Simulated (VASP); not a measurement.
# NiMoIrPdW: single point with PBEsol

NiMoIrPdW:

```
Ni Mo Pd Ir W
1.0
     4.14670    0.00000    0.00000
    -2.07335    3.59115    0.00000
     0.00000    0.00000    5.41629
Ni Mo Pd Ir W
1 1 1 1 1
Direct
  0.00000 0.00000 0.02221
  0.66667 0.33333 0.45996
  0.33333 0.66667 0.74601
  0.33333 0.66667 0.25641
  0.66667 0.33333 0.99985
```

```
Program             : VASP 6.6.1
Task                : single point
Functional          : PBEsol
Potentials or basis : VASP PAW PBE potentials, release 64 (Ni, Mo_sv, Pd, Ir, W_sv)
Cutoff              : 520 eV
k mesh              : 5 × 5 × 4
Occupations         : fermi-dirac, width 0.05 eV
Spin                : collinear spin, ferromagnetic start
Starting moments    : [1.0, 1.0, 0.0, 0.6, 0.0] μB
```

```yaml
Pressure: -7.6 GPa
Largest_force: 0.229 eV/Å
Net_moment: 0.00 μB per cell
Valence_electrons_inside_the_program's_atomic_spheres: Ni 9.45; Mo 12.37; Pd 9.56; Ir 8.40; W 12.08
```

Forces on the atoms (eV/Å):
```
Ni   0.000  0.000  0.017
Mo   0.000  0.000 -0.229
Pd   0.000  0.000  0.040
Ir   0.000  0.000  0.018
W    0.000  0.000  0.154
```

Stress tensor (GPa, compression positive):
```
-7.70  0.00  0.00
 0.00 -7.70  0.00
 0.00  0.00 -7.39
```

Levels at points of the mesh, in eV from the Fermi level:
Spin up:
```csv
k point,band 27,band 28,band 29,band 30,band 31,band 32
"(0.00, 0.00, 0.00)",-1.37,-0.71,0.84,0.84,2.06,2.06
"(0.00, 0.00, 0.50)",-0.47,-0.33,0.49,0.77,0.77,1.54
```
Spin down:
```tsv
k point	band 26	band 27	band 28	band 29	band 30	band 31	band 32	band 33
(0.00, 0.00, 0.00)	-1.37	-1.37	-0.71	0.84	0.84	2.06	2.06	2.44
(0.00, 0.00, 0.50)	-0.47	-0.47	-0.33	0.49	0.77	0.77	1.54	1.54
```

Wall time 8.1 min on 1 thread of Intel Xeon 8259CL, on a shared host, peak memory 0.34 GiB.

Caveat: the cell stands under tension; the moments typed at the start vanished in this run; the PAW data sets were made with another functional, which shifts forces and pressure a little; spin-orbit coupling is left out, which moves the levels of the heavy elements.
